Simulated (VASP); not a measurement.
# SiO2 (I-42d) in VASP: further runs, part 2 of 2

VASP 6.6.1. Earlier steps stand in the parts before.

## Step 4: Relaxation of cell and atoms, LDA, target pressure 8 GPa, at which the enthalpy is minimised

This run uses another cell than the first one: it holds 6 atoms, not 12.

The input, INCAR:

```
PREC = Accurate
ENCUT = 600
EDIFF = 1E-7
ISMEAR = 0
SIGMA = 0.02
LREAL = F
LASPH = T
NELM = 60
ALGO = Normal
ISIF = 3
LWAVE = F
LCHARG = F
GGA = CA
IBRION = 2
NSW = 70
EDIFFG = -0.008
PSTRESS = 80.0
```

The input, KPOINTS:

```
Automatic mesh
0
Gamma
  8 8 8
```

The input, POSCAR:

```
SiO2
1.0
   -2.2560778804      2.2560778804      3.5249206163
    2.2560778804     -2.2560778804      3.5249206163
    2.2560778804      2.2560778804     -3.5249206163
Si O
2 4
Direct
    0.0000000000      0.0000000000      0.0000000000
    0.7500000000      0.2500000000      0.5000000000
    0.3750000000      0.2653705934      0.3903705934
    1.0153705934      0.6250000000      0.8903705934
    0.7346294066      0.1250000000      0.1096294066
    0.8750000000     -0.0153705934      0.6096294066
```

Potentials or basis: VASP PAW LDA potentials, release 64 (Si, O).

Run with:

```bash
$ cat potpaw_LDA.64/Si/POTCAR potpaw_LDA.64/O/POTCAR > POTCAR
$ mpirun -np 1 vasp_std > vasp.out
```

OUTCAR:

```text
PREC = Accurate
   ENCUT = 600
   EDIFF = 1E-7
   ISMEAR = 0
   LREAL = F
   LASPH = T
   NELM = 60
   ISIF = 3
   GGA = CA
   IBRION = 2
   NSW = 70
   EDIFFG = -0.008
   PSTRESS = 80.0

 ion  position               nearest neighbor table
   1  0.000  0.000  0.000-   3 1.57   4 1.57   5 1.57   6 1.57   2 2.86   2 2.86   2 2.86   2 2.86

   2  0.750  0.250  0.500-   4 1.57   3 1.57   5 1.57   6 1.57   1 2.86   1 2.86   1 2.86   1 2.86

   3  0.375  0.265  0.390-   1 1.57   2 1.57
   4  0.015  0.625  0.890-   2 1.57   1 1.57
   5  0.735  0.125  0.110-   1 1.57   2 1.57
   6  0.875  0.985  0.610-   1 1.57   2 1.57

  LATTYP: Found a body centered tetragonal cell.
 ALAT       =     4.5121557608
 C/A-ratio  =     1.5624108755

  Lattice vectors:

 A1 = (  -2.2560778804,   2.2560778804,   3.5249206163)
 A2 = (   2.2560778804,  -2.2560778804,   3.5249206163)
 A3 = (   2.2560778804,   2.2560778804,  -3.5249206163)

Analysis of symmetry for initial positions (statically):
=====================================================================
 Subroutine PRICEL returns:
 Original cell was already a primitive cell.

[... 171 lines left out ...]
--------------------------------------- Ionic step        1  -------------------------------------------

 number of electron      32.0000008 magnetization

 Free energy of the ion-electron system (eV)
  ---------------------------------------------------
  ext. energy  EPLUGINS =         0.00000000
  ---------------------------------------------------
  free energy    TOTEN  =       -51.31094140 eV

  energy without entropy =      -51.31094140  energy(sigma->0) =      -51.31094140

------------------------ aborting loop because EDIFF is reached ----------------------------------------

  FORCE on cell =-STRESS in cart. coord.  units (eV):
  Direction    XX          YY          ZZ          XY          YZ          ZX
  --------------------------------------------------------------------------------------
  -------------------------------------------------------------------------------------
  Total        9.7449197      9.7449197      9.6959212      0.0000000      0.0000000      0.0000000
  in kB      217.5561377    217.5561377    216.4622410      0.0000000      0.0000000      0.0000000
  external PRESSURE =     137.1915055 kB  Pullay stress =      80.0000000 kB
[... 1230 lines left out ...]
     19      10.9942      0.00000
     20      11.0433      0.00000

 [... further k-points ...]

[... ionic steps 4 to 13 ...]

--------------------------------------- Ionic step       14  -------------------------------------------

 number of electron      31.9999998 magnetization

------------------------ aborting loop because EDIFF is reached ----------------------------------------
[... 79 lines left out ...]
--------------------------------------- Ionic step       16  -------------------------------------------

 number of electron      31.9999999 magnetization

 Free energy of the ion-electron system (eV)
  ---------------------------------------------------
  ext. energy  EPLUGINS =         0.00000000
  ---------------------------------------------------
  free energy    TOTEN  =       -51.40208705 eV

  energy without entropy =      -51.40208705  energy(sigma->0) =      -51.40208705

 E-fermi :   1.6402     XC(G=0): -10.4911

 val. band max:        1.5074641834   @ k =  -0.3750   0.3750   0.3750
 cond. band min:       7.8947167350   @ k =   0.0000   0.0000   0.0000
 fundamental gap:      6.3872525516
 Fermi energy:         1.6402209463
[... 589 lines left out ...]
  energy  without entropy=      -51.4020870491  energy(sigma->0) =      -51.40208705

  enthalpy is  TOTEN    =       -48.0672477654 eV   P V=        3.3348392837

 reached required accuracy - stopping structural energy minimisation
```

CONTCAR:

```text
SiO2
   1.00000000000000
    -2.1178915424281910    2.1178915424281910    3.7224432091130399
     2.1178915424281910   -2.1178915424281910    3.7224432091130399
     2.1178915424281910    2.1178915424281910   -3.7224432091130399
  Si              O
     2     4
Direct
     0.0000000000000000    0.0000000000000000    0.0000000000000000
     0.7500000000000000    0.2500000000000000    0.5000000000000000
     0.3750000000000000    0.3077109673895941    0.4327109673895941
     0.0577109673895941    0.6250000000000000    0.9327109673895940
     0.6922890326104060    0.1250000000000000    0.0672890326104058
     0.8750000000000000    0.9422890326104060    0.5672890326104060

  0.00000000E+00  0.00000000E+00  0.00000000E+00
  0.00000000E+00  0.00000000E+00  0.00000000E+00
  0.00000000E+00  0.00000000E+00  0.00000000E+00
  0.00000000E+00  0.00000000E+00  0.00000000E+00
  0.00000000E+00  0.00000000E+00  0.00000000E+00
  0.00000000E+00  0.00000000E+00  0.00000000E+00
```

Run time: 29 min. Hardware: 1 thread of Intel Xeon 8259CL, shared host; peak memory 0.25 GiB.

What came out:

```yaml
Free_energy: -51.4021 eV
Relaxed_volume: 11.13 Å³/atom
Relaxed_cell: a = 4.778 Å, b = 4.778 Å, c = 4.778 Å, α = 127.37°, β = 127.37°, γ = 77.64°
Space_group_after_relaxing_to_0.1_Å: I-42d (No. 122)
Energy_change_on_relaxing_the_run_minimises_the_enthalpy: -15.2 meV/atom
Ionic_steps: 16
Pressure_after_relaxing: 8.0 GPa
Largest_force_after_relaxing: 0.005 eV/Å
Band_gap_on_the_k_mesh: 6.39 eV (least direct gap 6.68 eV)
```

Forces in eV/Å, atoms in the order of the input:
```
Si   0.000  0.000  0.000
Si   0.000  0.000  0.000
O    0.005  0.000  0.000
O    0.000  0.005  0.000
O    0.000 -0.005  0.000
O   -0.005  0.000  0.000
```

Stress tensor (GPa, compression positive):
```
8.02 0.00 0.00
0.00 8.02 0.00
0.00 0.00 8.10
```

Step by step:
| step | energy change (eV) | largest force (eV/Å) | pressure (GPa) | volume (Å³) |
| --- | --- | --- | --- | --- |
| 1 | 0.0000 | 1.3995 | 21.72 | 71.77 |
| 2 | -0.0287 | 1.6095 | -14.16 | 82.94 |
| 3 | -0.3894 | 0.2114 | 6.43 | 75.39 |
| 4 | -0.3826 | 0.2538 | 6.94 | 75.25 |
| 5 | -0.3790 | 0.2746 | 7.20 | 75.17 |
| 6 | -0.3648 | 0.2570 | 7.27 | 74.59 |
| 7 | -0.3164 | 0.1902 | 7.48 | 72.84 |
| 8 | -0.1863 | 0.0038 | 7.71 | 69.43 |
| 9 | -0.1538 | 0.0545 | 7.71 | 68.75 |
| 10 | -0.0999 | 0.1953 | 10.87 | 67.53 |
| 11 | -0.1091 | 0.1585 | 10.40 | 67.71 |
| 12 | -0.1098 | 0.1475 | 10.25 | 67.66 |
| 13 | -0.1105 | 0.1151 | 9.80 | 67.50 |
| 14 | -0.1051 | 0.0536 | 8.89 | 67.15 |
| 15 | -0.0654 | 0.0508 | 7.00 | 66.35 |
| 16 | -0.0911 | 0.0047 | 8.05 | 66.79 |

Final structure:
```cif
data_structure
_symmetry_space_group_name_H-M 'P 1'
_symmetry_Int_Tables_number 1
_cell_length_a 4.7778
_cell_length_b 4.7778
_cell_length_c 4.7778
_cell_angle_alpha 127.374
_cell_angle_beta 127.374
_cell_angle_gamma 77.642
_cell_volume 66.79
loop_
_atom_site_label
_atom_site_type_symbol
_atom_site_fract_x
_atom_site_fract_y
_atom_site_fract_z
_atom_site_occupancy
Si1 Si 0.00000 0.00000 0.00000 1
Si2 Si 0.75000 0.25000 0.50000 1
O1 O 0.37500 0.30771 0.43271 1
O2 O 0.05771 0.62500 0.93271 1
O3 O 0.69229 0.12500 0.06729 1
O4 O 0.87500 0.94229 0.56729 1
```

Levels at points of the mesh, in eV from the valence-band top:
| k point | band 12 | band 13 | band 14 | band 15 | band 16 | band 17 | band 18 | band 19 | band 20 |
| --- | --- | --- | --- | --- | --- | --- | --- | --- | --- |
| (0.00, 0.00, 0.00) | -0.95 | -0.95 | -0.91 | -0.29 | -0.29 | 6.39 | 7.74 | 10.59 | 10.59 |
| (0.50, 0.00, 0.00) | -1.26 | -1.14 | -0.96 | -0.27 | -0.03 | 9.00 | 9.66 | 9.81 | 10.20 |
| (0.50, 0.50, 0.00) | -1.74 | -0.37 | -0.37 | -0.17 | -0.17 | 10.25 | 10.25 | 10.66 | 10.66 |
| (0.50, 0.50, 0.50) | -1.70 | -1.65 | -1.65 | -0.01 | -0.01 | 8.26 | 8.26 | 9.28 | 9.28 |

Caveat: the cell is relaxed towards a set pressure, so the run minimises the enthalpy, not the energy. A k mesh can miss the band edges.

## Step 5: Relaxation of cell and atoms, LDA, target pressure 60 GPa, at which the enthalpy is minimised

This run uses another cell than the first one: it holds 6 atoms, not 12.

The input, INCAR:

```
  PREC = Accurate
  ENCUT = 600
  EDIFF = 1E-6
  ISMEAR = 0
  SIGMA = 0.02
  LREAL = False
  LASPH = True
  NELM = 80
  ALGO = Normal
  ISIF = 3
  LWAVE = False
  LCHARG = False
  IBRION = 2
  NSW = 70
  EDIFFG = -0.008
  PSTRESS = 600.0
```

The input, KPOINTS:

```
Automatic mesh
0
Gamma
  10 10 10
```

The input, POSCAR:

```
SiO2
1.0
   -1.7629104914      1.7629104914      3.8428210975
    1.7629104914     -1.7629104914      3.8428210975
    1.7629104914      1.7629104914     -3.8428210975
Si O
2 4
Direct
    0.0000000000      0.0000000000      0.0000000000
    0.7500000000      0.2500000000      0.5000000000
    0.3750000000      0.3654448716      0.4904448716
    1.1154448716      0.6250000000      0.9904448716
    0.6345551284      0.1250000000      0.0095551284
    0.8750000000     -0.1154448716      0.5095551284
```

Run with:

```bash
$ cat potpaw_LDA.64/Si/POTCAR potpaw_LDA.64/O/POTCAR > POTCAR
$ mpirun -np 1 vasp_std > vasp.out
```

It took 25 min on 1 thread of Intel Xeon 8259CL, shared host; peak memory 0.27 GiB.

It converged, with:

* Free energy: -48.3419 eV
* Relaxed volume: 7.68 Å³/atom
* Relaxed cell: a = 4.611 Å, b = 4.611 Å, c = 4.611 Å, α = 136.35°, β = 136.35°, γ = 63.44°
* Space group after relaxing (to 0.1 Å): I-42d (No. 122)
* Energy change on relaxing (the run minimises the enthalpy): +60.4 meV/atom
* Ionic steps: 13
* Pressure after relaxing: 60.0 GPa
* Band gap on the k mesh: 5.55 eV (least direct gap 5.98 eV)

Stress tensor (GPa, compression positive):
```
59.99  0.00  0.00
 0.00 59.99  0.00
 0.00  0.00 60.15
```

Step by step:
```tsv
step	energy change (eV)	largest force (eV/Å)	pressure (GPa)	volume (Å³)
1	0.0000	1.7481	64.79	47.77
2	-0.4896	1.6197	28.72	49.43
3	-0.3829	0.2899	48.53	48.44
4	0.5549	0.2426	62.67	45.64
5	0.3564	0.1199	59.77	46.15
6	0.3879	0.0703	61.52	46.04
7	0.4148	0.1975	62.73	45.96
8	0.3350	0.0781	60.05	46.17
9	0.3259	0.0641	59.75	46.19
10	0.3355	0.0411	59.78	46.16
11	0.3559	0.0069	59.85	46.11
12	0.3648	0.0044	60.10	46.09
13	0.3626	0.0015	60.04	46.09
```

Final structure:
```xyz
6
Lattice="-1.7141 1.7141 3.9219 1.7141 -1.7141 3.9219 1.7141 1.7141 -3.9219" Properties=species:S:1:pos:R:3 pbc="T T T"
Si    0.0000    0.0000    0.0000
Si    0.0000    1.7141    1.9610
O     0.8932    0.8570    0.9805
O     0.8570   -0.8209    2.9414
O     0.8570    2.5350   -0.9805
O     0.8209    0.8570    4.9024
```

Levels at points of the mesh, in eV from the valence-band top:
```tsv
k point	band 13	band 14	band 15	band 16	band 17	band 18	band 19	band 20
(0.00, 0.00, 0.00)	-1.15	-1.11	-0.47	-0.47	6.47	6.87	7.86	7.86
(0.50, 0.00, 0.00)	-2.06	-1.85	-1.72	-0.84	9.05	9.65	9.70	10.10
(0.50, 0.50, 0.00)	-0.33	-0.33	-0.05	-0.05	9.88	9.88	11.47	11.47
(0.50, 0.50, 0.50)	-1.21	-1.21	-0.44	-0.44	5.55	5.55	8.88	8.88
```

Caveat: the cell is relaxed towards a set pressure, so the run minimises the enthalpy, not the energy.

## Step 6: Overview

| task | cell | k mesh | cutoff (eV) | gap on the mesh (eV) | pressure (GPa) |
| --- | --- | --- | --- | --- | --- |
| single point | a = 4.855, b = 4.855, c = 7.321 Å, 12 atoms, atomic positions A | 6 × 6 × 4 | 520 | 5.84 | 0.9 |
| relaxation of cell and atoms | relaxed to 8 GPa from a = 4.754 Å, angles 123.3, 123.3, 84.3°, 6 atoms, atomic positions B | 8 × 8 × 8 | 600 | 6.39 | 8.0 |
| relaxation of cell and atoms | relaxed to 60 GPa from a = 4.581 Å, angles 134.7, 134.7, 65.9°, 6 atoms, atomic positions C | 10 × 10 × 10 | 600 | 5.55 | 60.0 |

Alike in all rows: level LDA; potentials or basis VASP PAW LDA potentials, release 64 (Si, O); no spin polarisation; smearing gaussian 0.02 eV.

Caveats: the cell is relaxed towards a set pressure, so the run minimises the enthalpy, not the energy (at least some runs).

Total energies depend on the potentials used, so only differences within one code and one set of settings carry meaning.
